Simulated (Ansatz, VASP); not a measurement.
ZnS: VASP beside Ansatz

```xyz
4
Lattice="3.8110 0.0000 0.0000 -1.9055 3.3004 0.0000 0.0000 0.0000 6.2340" Properties=species:S:1:pos:R:3 pbc="T T T"
Zn    0.0000    2.2003    0.0000
Zn    1.9055    1.1001    3.1170
S     0.0000    2.2003    2.4001
S     1.9055    1.1001    5.5171
```

Alike in both runs: task relaxation of cell and atoms; functional PBEsol; k mesh 9 × 9 × 6; occupations gaussian, width 0.02 eV; no spin polarisation.

```csv
,VASP,Ansatz
version,VASP 6.6.1,Ansatz 0.2.0
potentials or method,"VASP PAW PBE potentials, release 64 (Zn, S), cutoff 600 eV","scalar-relativistic, plane waves, PAW"
valence electrons in the cell,36,36
```

Ansatz gave:

* gap on the k mesh at the Fermi level, each at its own relaxed structure (eV): 2.16
* relaxed volume (Å³/atom): 19.22
* relaxed cell length with the largest relative difference (Å): 3.781

**Question.** Which values does VASP return?

**Answer.** gap on the k mesh at the Fermi level, each at its own relaxed structure (eV): 2.15; relaxed volume (Å³/atom): 19.27; relaxed cell length with the largest relative difference (Å): 3.785.

VASP's potentials were made for PBE, not for PBEsol.
